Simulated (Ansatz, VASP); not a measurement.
# InP in VASP and in Ansatz

INCAR

```
SYSTEM = InP
PREC = Accurate ; ENCUT = 520
EDIFF = 1E-7 ; ISMEAR = 0
SIGMA = 0.15 ; LREAL = .FALSE.
LASPH = .TRUE. ; NELM = 80
ALGO = Normal ; ISIF = 2
LWAVE = .FALSE. ; LCHARG = .TRUE.
GGA = PE ; LELF = .TRUE.
LVHAR = .TRUE. ; NBANDS = 16
```

Contents of KPOINTS:

```
Automatic mesh
0
G
  20 20 20
  0 0 0
```

The input POSCAR:

```
InP
1.0
    0.0000000000      2.7573667935      2.8704188321
    2.7573667935      0.0000000000      2.8704188321
    2.7573667935      2.7573667935      0.0000000000
In P
1 1
Direct
    0.0000000000      0.0000000000      0.0000000000
    0.5000000000      0.5000000000      0.5000000000
```

Input for Ansatz:

```yaml
crystal:
  lattice:
    - [0.0, 2.7573667935, 2.8704188321]
    - [2.7573667935, 0.0, 2.8704188321]
    - [2.7573667935, 2.7573667935, 0.0]
  atoms:
    - { symbol: In, position: [0.0, 0.0, 0.0] }
    - { symbol: P, position: [0.5, 0.5, 0.5] }
basis:
  ecutwfc: 420
kpoints:
  mp_grid: { grid: [20, 20, 20] }
hamiltonian:
  xc: pbe
scf:
  occupations: { method: gaussian, width: 0.15 }
output:
  forces: true
  stress: true
  eigenvalues: true
```

Alike in both runs: task single point; functional PBE; k mesh 20 × 20 × 20; occupations gaussian, width 0.15 eV; no spin polarisation.

|  | VASP | Ansatz |
| --- | --- | --- |
| version | VASP 6.6.1 | Ansatz 0.2.0 |
| potentials or method | VASP PAW PBE potentials, release 64 (In_d, P), cutoff 520 eV | scalar-relativistic, plane waves, PAW |
| valence electrons in the cell | 18 | 18 |

|  | VASP | Ansatz | Ansatz less VASP |
| --- | --- | --- | --- |
| gap on the k mesh at the Fermi level (eV) | none | none | - |
| pressure (GPa) | -1.6 | -1.6 | +0.04 |
| traceless stress, the component that is largest in VASP (GPa) | -2.27 | -2.28 | -0.010 |

A gap of «none» marks a metal or a gap that the smearing closes.
